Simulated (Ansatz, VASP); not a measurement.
## Two plane-wave programs on MoSe

```
Mo Se
1.0
     0.00000    3.12345    3.12345
     3.12345    0.00000    3.12345
     3.12345    3.12345    0.00000
Mo Se
1 1
Direct
  0.00000 0.00000 0.00000
  0.25000 0.25000 0.25000
```

Alike in both runs: task relaxation of cell and atoms; functional PBE; k mesh 12 × 12 × 12; occupations gaussian, width 0.1 eV; no spin polarisation; Hubbard terms Mo d U = 4.38 eV.

|  | VASP | Ansatz |
| --- | --- | --- |
| version | VASP 6.6.1 | Ansatz 0.2.0 |
| potentials or method | VASP PAW PBE potentials, release 64 (Mo_sv, Se), cutoff 600 eV | scalar-relativistic, plane waves, PAW |
| valence electrons in the cell | 20 | 30 |

|  | VASP | Ansatz | Ansatz less VASP |
| --- | --- | --- | --- |
| relaxed volume (Å³/atom) | 25.25 | 26.99 | +1.743 |
| relaxed cell length with the largest relative difference (Å) | 4.149 | 4.242 | +0.0934 |

The programs project onto different local orbitals, so the same U acts differently, and such runs can settle in different states. VASP's potentials hold 20 valence electrons a cell and Ansatz's 30, so a difference there can come from the potentials and not from the codes.

Noted on VASP's run: the volume moved by over 15 % at a fixed basis, so the end points are rough.
